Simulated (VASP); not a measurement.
Write the native input for VASP 6.6.1 that does the following.

```yaml
Task: single point
Functional: PBE
Potentials_or_basis: VASP PAW PBE potentials, release 64 (Ag, Rh_pv)
Cutoff: 520 eV
k_mesh: 4 × 4 × 4
Occupations: gaussian, width 0.1 eV
Spin: no spin polarisation
Dipole_correction: no
Further_INCAR_settings: ALGO = Normal; EDIFF = 1e-07; NBANDS = 44
```

The structure of AgRh4 lies in POSCAR:

```
AgRh4
1.0
    4.5081444200      0.0000000000      0.0000000000
    0.0000000000      4.5081444200      0.0000000000
    0.0000000000      0.0000000000      4.5081444200
Ag Rh
1 4
Direct
    0.0000000000      0.0000000000      0.0000000000
    0.2437810800      0.7562189200      0.7562189200
    0.7562189200      0.2437810800      0.7562189200
    0.7562189200      0.7562189200      0.2437810800
    0.2437810800      0.2437810800      0.2437810800
```

The cell was built from a structure type or drawn by symmetry, and may not be a known phase.

The input as run:

INCAR

```
SYSTEM = AgRh4
PREC = Accurate
ENCUT = 520
EDIFF = 1E-7
ISMEAR = 0
SIGMA = 0.1
LREAL = .FALSE.
LASPH = .TRUE.
NELM = 100
ALGO = Normal
ISIF = 2
LWAVE = .FALSE.
LCHARG = .FALSE.
GGA = PE
NBANDS = 44
```

KPOINTS

```
regular mesh
0
G
  4 4 4
  0 0 0
```

Potentials or basis: VASP PAW PBE potentials, release 64 (Ag, Rh_pv).

Launch:

```console
$ cat potpaw_PBE.64/Ag/POTCAR potpaw_PBE.64/Rh_pv/POTCAR > POTCAR
$ mpirun -np 1 vasp_std > vasp.out
```

It gave:

```yaml
Pressure: 70.7 GPa
Largest_force: 21.788 eV/Å
Band_gap_on_the_k_mesh: zero (an odd number of electrons rules out a gap without spin polarisation)
```

Caveat: atoms lie so close that the PAW spheres overlap strongly, which falsifies energies and pressures; the cell stands under pressure; forces of over 1 eV/Å act on the atoms, so gaps and moduli don't describe the material at rest.

It took 70 s on 1 thread of Intel Xeon 8259CL (shared host), peak memory 0.22 GiB.
